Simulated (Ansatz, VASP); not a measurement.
## Two plane-wave programs on Ga

```
Ga
1.0
     2.92472    0.00000    0.00000
    -1.46236    2.53288    0.00000
     0.00000    0.00000    4.62607
Ga
2
Cartesian
  0.0000 1.6886 1.1565
  1.4624 0.8443 3.4696
```

Alike in both runs: task single point; functional PBEsol; k mesh 14 × 14 × 8; occupations fermi-dirac, width 0.1 eV; no spin polarisation.

|  | VASP | Ansatz |
| --- | --- | --- |
| version | VASP 6.6.1 | Ansatz 0.2.0 |
| potentials or method | VASP PAW PBE potentials, release 64 (Ga_d), cutoff 520 eV | plane waves (420 eV) with PAW, scalar-relativistic |
| valence electrons in the cell | 26 | 26 |

|  | VASP | Ansatz | Ansatz less VASP |
| --- | --- | --- | --- |
| pressure (GPa) | 3.0 | 2.9 | -0.10 |
| traceless stress, the component that is largest in VASP (GPa) | 0.43 | 0.43 | +0.001 |

VASP's potentials were made for PBE, not for PBEsol, and Ansatz warns of the same on its side. The functional is the same, so the differences come from potentials, cutoffs and numerics.
